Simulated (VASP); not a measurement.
Wanted: the native input for a VASP 6.6.1 run.

```yaml
Task: single point
Functional: PBE
Dispersion: D3(BJ)
Potentials_or_basis: VASP PAW PBE potentials, release 64 (Cu, O)
Cutoff: 520 eV
k_mesh: 8 × 4 × 4
Occupations: gaussian, width 0.1 eV
Spin: collinear spin, ferromagnetic start
Starting_moments: "[0.0, 0.35, 0.35] μB"
Hubbard_terms: Cu d U = 4.0 eV
Dipole_correction: no
Further_INCAR_settings: ALGO = Normal; EDIFF = 1e-06; NBANDS = 22
```

The structure of CuO2 lies in POSCAR:

```
CuO2
1.0
    2.3816931950      0.0000000000      0.0000000000
    0.0000000000      5.9659717812      0.0000000000
    0.0000000000      0.0000000000      7.5022973439
Cu O
1 2
Direct
    0.0000000000      0.5000000000      0.0000000000
    0.0000000000      0.5000000000      0.4186394761
    0.0000000000      0.5000000000      0.5813605239
```

The input as run:

INCAR

```
SYSTEM = CuO2
PREC = Accurate ; ENCUT = 520
EDIFF = 1E-6 ; ISMEAR = 0
SIGMA = 0.1 ; LREAL = .False.
LASPH = .True. ; NELM = 150
ALGO = Normal ; ISIF = 2
LWAVE = .False. ; LCHARG = .True.
ISPIN = 2 ; MAGMOM = 0 0.35 0.35
LORBIT = 11 ; LMAXMIX = 4
LDAU = .True. ; LDAUTYPE = 2
LDAUL = 2 -1 ; LDAUU = 4 0
LDAUJ = 0 0 ; LDAUPRINT = 1
GGA = PE ; IVDW = 12
LELF = .True. ; LVHAR = .True.
NBANDS = 22
```

KPOINTS

```
Automatic mesh
0
Gamma
  8 4 4
  0 0 0
```

Potentials or basis: VASP PAW PBE potentials, release 64 (Cu, O).

The run is started by

```bash
$ cat potpaw_PBE.64/Cu/POTCAR potpaw_PBE.64/O/POTCAR > POTCAR
$ mpirun -np 1 vasp_std > vasp.out
```

It gave:

| Item | Value |
| --- | --- |
| Pressure | 0.6 GPa |
| Largest force | 1.286 eV/Å |
| Band gap on the k mesh | zero (filled and empty bands touch) |
| Net moment | 1.03 μB per cell |
| Site moments | Cu -0.05; O +0.47 μB |
| Valence electrons inside the program's atomic spheres | Cu 9.93; O 4.92 |
| Dispersion energy per atom | -0.056 eV |

Caveat: the standard files for N, O and F lose accuracy on very short bonds; a cell with one magnetic atom can't hold antiferromagnetic order, which such compounds often take; pairwise dispersion overbinds metals, which lowers pressure and volume; forces of over 1 eV/Å act on the atoms, so gaps and moduli don't describe the material at rest.

It took 5.6 min on 1 thread of Intel Xeon 8259CL, on a shared host, peak memory 0.35 GiB.
